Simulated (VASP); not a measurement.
Here is a VASP 6.6.1 calculation.

INCAR

```
SYSTEM = GaSb
ALGO = Normal ; EDIFF = 1E-7
ENCUT = 520 ; GGA = PS
ISIF = 2 ; ISMEAR = 0
LASPH = .TRUE. ; LCHARG = .FALSE.
LREAL = .FALSE. ; LWAVE = .FALSE.
NBANDS = 16 ; NELM = 100
PREC = Accurate ; SIGMA = 0.1
```

KPOINTS

```
k-points
0
G
  12 12 12
  0 0 0
```

Contents of POSCAR:

```
GaSb
1.0
    0.0000000000      2.9932372941      2.9932372941
    2.9932372941      0.0000000000      2.9932372941
    2.9932372941      2.9932372941      0.0000000000
Ga Sb
1 1
Direct
    0.0000000000      0.0000000000      0.0000000000
    0.2500000000      0.2500000000      0.2500000000
```

Potentials or basis: VASP PAW PBE potentials, release 64 (Ga_d, Sb).

Launch:

```console
$ cat potpaw_PBE.64/Ga_d/POTCAR potpaw_PBE.64/Sb/POTCAR > POTCAR
$ mpirun -np 1 vasp_std > vasp.out
```

(1) Predict the pressure.

(2) Predict the band gap on the k mesh.

Answers

(1) 3.8 GPa.

(2) 0.47 eV, direct.

Caveat: the PAW data sets were made with another functional, which shifts forces and pressure a little; spin-orbit coupling is left out, which moves the levels of the heavy elements.
